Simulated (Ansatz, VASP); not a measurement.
ZrB: VASP beside Ansatz

```
Zr B
1.0
     0.00000    2.43056    2.43056
     2.43056    0.00000    2.43056
     2.43056    2.43056    0.00000
Zr B
1 1
Direct
  0.50000 0.50000 0.50000
  0.00000 0.00000 0.00000
```

Alike in both runs: task single point; functional PBE; dispersion D3(BJ); k mesh 8 × 8 × 8; occupations gaussian, width 0.05 eV; no spin polarisation.

|  | VASP | Ansatz |
| --- | --- | --- |
| version | VASP 6.6.1 | Ansatz 0.2.0 |
| potentials or method | VASP PAW PBE potentials, release 64 (Zr_sv, B), cutoff 500 eV | scalar-relativistic, plane waves, PAW |
| valence electrons in the cell | 15 | 15 |

```tsv
	VASP	Ansatz	Ansatz less VASP
gap on the k mesh at the Fermi level (eV)	none	none	-
pressure (GPa)	0.1	0.0	-0.14
```

A gap of «none» marks a metal or a gap that the smearing closes.
